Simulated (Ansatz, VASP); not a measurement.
**One calculation of PbF2, two programs**

```
CELL_PARAMETERS angstrom
0.00000 2.95795 2.95795
2.95795 0.00000 2.95795
2.95795 2.95795 0.00000
ATOMIC_POSITIONS crystal
Pb 0.00000 0.00000 0.00000
F 0.75000 0.75000 0.75000
F 0.25000 0.25000 0.25000
```

Alike in both runs: task single point; functional PBE; k mesh 4 × 4 × 4; no spin polarisation.

|  | VASP | Ansatz |
| --- | --- | --- |
| version | VASP 6.6.1 | Ansatz 0.2.0 |
| potentials or method | VASP PAW PBE potentials, release 64 (Pb_d, F), cutoff 600 eV | scalar-relativistic, plane waves, PAW |
| occupations | tetrahedron | tetrahedron-uncorrected |
| valence electrons in the cell | 28 | 28 |

Ansatz gave:

```
gap on the k mesh at the Fermi level (eV) : 4.42
least direct gap on the mesh (eV)         : 4.56
pressure (GPa)                            : 3.2
```

Q: Which values does VASP return?

A: gap on the k mesh at the Fermi level (eV): 4.42; least direct gap on the mesh (eV): 4.56; pressure (GPa): 2.9.

Ansatz's warnings: band table not solved further.

The k mesh is coarse, so the values compare programs but aren't converged. Neither program's run includes spin-orbit coupling.
